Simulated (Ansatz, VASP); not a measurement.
## Two plane-wave programs on Be16N

```
Be N
1.0
    -2.29000   -3.96640    0.00000
     3.43500   -1.98320    0.00000
     0.00000    0.00000    7.17686
Be N
16 1
Direct
  0.74963 0.49782 0.99323
  0.48892 0.32800 0.24414
  0.74958 0.48551 0.51409
  0.49782 0.33571 0.75520
  0.49781 0.99629 0.99535
  0.24950 0.79639 0.24051
  0.48897 0.00372 0.50647
  0.24964 0.83832 0.75697
  0.24960 0.49365 0.99361
  0.01007 0.32788 0.24411
  0.24949 0.53549 0.51001
  0.00141 0.33577 0.75520
  0.00139 0.99631 0.99533
  0.74961 0.84618 0.23638
  0.01019 0.00398 0.50645
  0.74965 0.83415 0.75733
  0.74946 0.16577 0.37528
```

Alike in both runs: functional LDA; k mesh 5 × 5 × 3; occupations gaussian, width 0.15 eV; no spin polarisation.

Ansatz relaxed the structure, and its values are those at the end. VASP's run is a single point on that final structure, the one shown.

|  | VASP | Ansatz |
| --- | --- | --- |
| version | VASP 6.6.1 | Ansatz 0.2.0 |
| potentials or method | VASP PAW LDA potentials, release 64 (Be, N), cutoff 520 eV | scalar-relativistic, plane waves, PAW |
| valence electrons in the cell | 37 | 37 |

|  | VASP | Ansatz | Ansatz less VASP |
| --- | --- | --- | --- |
| rms of the force components (eV/Å) | 0.007 | 0.007 | +0.0001 |

LDA's correlation is that of Perdew and Zunger in VASP and of Perdew and Wang (1992) in Ansatz.
